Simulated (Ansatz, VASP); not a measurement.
One calculation of TaRu2, two programs

```
Ta Ru
1.0
     0.00000    2.99042    2.99042
     2.99042    0.00000    2.99042
     2.99042    2.99042    0.00000
Ta Ru
1 2
Direct
  0.50000 0.50000 0.50000
  0.75000 0.75000 0.75000
  0.25000 0.25000 0.25000
```

Alike in both runs: functional PBE; k mesh 6 × 6 × 6; occupations gaussian, width 0.1 eV; no spin polarisation.

Ansatz relaxed the structure, and its values are those at the end. VASP's run is a single point on that final structure, the one shown.

|  | VASP | Ansatz |
| --- | --- | --- |
| version | VASP 6.6.1 | Ansatz 0.2.0 |
| potentials or method | VASP PAW PBE potentials, release 64 (Ta_pv, Ru_pv), cutoff 520 eV | scalar-relativistic, plane waves, PAW |
| valence electrons in the cell | 39 | 45 |

Ansatz gave:

| Property | Result |
| --- | --- |
| gap on the k mesh at the Fermi level (eV) | none |
| pressure (GPa) | 0.0 |

Task: Which values does VASP return?

Result: gap on the k mesh at the Fermi level (eV): none; pressure (GPa): 0.3.

A gap of «none» marks a metal or a gap that the smearing closes. The functional is the same, so the differences come from potentials, cutoffs and numerics. VASP's potentials hold 39 valence electrons a cell and Ansatz's 45, so a difference there can come from the potentials and not from the codes.

Neither program's run includes spin-orbit coupling.
